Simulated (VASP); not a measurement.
Crystal: CuO.

```
Cu O
1.0
     2.35736   -1.72263    0.00000
     2.35736    1.72263    0.00000
    -0.85566    0.00000    5.09137
Cu O
2 2
Direct
  0.50000 0.00000 0.50000
  0.00000 0.50000 0.00000
  0.41840 0.58160 0.75000
  0.58160 0.41840 0.25000
```

Base run:

```yaml
Program: VASP 6.6.1
Functional: PBE
Dispersion: D3(BJ)
Potentials_or_basis: VASP PAW PBE potentials, release 64 (Cu_sv_GW, O)
Cutoff: 820 eV
k_mesh: 10 × 10 × 5
Occupations: fermi-dirac, width 0.05 eV
Spin: no spin polarisation
```

Its results: band gap on the k mesh zero (bands 25 and 26 overlap by 0.60 eV); pressure -3.1 GPa; largest force 0.316 eV/Å.

Task: The run is repeated on the same cell with these changes: functional from PBE to SVWN5; dispersion from D3(BJ) to none. What comes out?

Result: Band gap on the k mesh zero (bands 25 and 26 overlap by 0.60 eV); pressure -13.4 GPa; largest force 0.517 eV/Å.

Several settings changed at once.

Caveats: semilocal functionals often make such compounds metallic where correlation or magnetic order opens a gap, which also shifts bond lengths; the cell stands under tension (at least some runs); the stress differs along the axes, from -17 to -9 GPa (at least some runs); the PAW data sets were made with another functional, which shifts forces and pressure a little (at least some runs).
